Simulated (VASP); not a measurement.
C:

```
CELL_PARAMETERS angstrom
-1.34181 1.34181 1.12107
1.34181 -1.34181 1.12107
1.34181 1.34181 -1.12107
ATOMIC_POSITIONS crystal
C 0.00000 0.00000 0.00000
```

This cell differs from its parent crystal: Si replaced by C, lengths x 0.811, strained.

Base run:

| Quantity | Value |
| --- | --- |
| Program | VASP 6.6.1 |
| Functional | PBEsol |
| Potentials or basis | VASP PAW PBE potentials, release 64 (C) |
| Cutoff | 520 eV |
| k mesh | 24 × 24 × 24 |
| Occupations | gaussian, width 0.1 eV |
| Spin | no spin polarisation |

Its results: band gap on the k mesh zero (band 2 reaches 13.08 eV, above the bottom of band 3 at 2.49 eV); pressure -27.4 GPa.

Question: The run is repeated on the same cell with these changes: dispersion from none to D4. What comes out?

Answer: Band gap on the k mesh zero (band 2 reaches 13.08 eV, above the bottom of band 3 at 2.49 eV); pressure -26.2 GPa.

Caveats: the PAW data sets were made with another functional, which shifts forces and pressure a little; pairwise dispersion overbinds metals, which lowers pressure and volume (some runs).
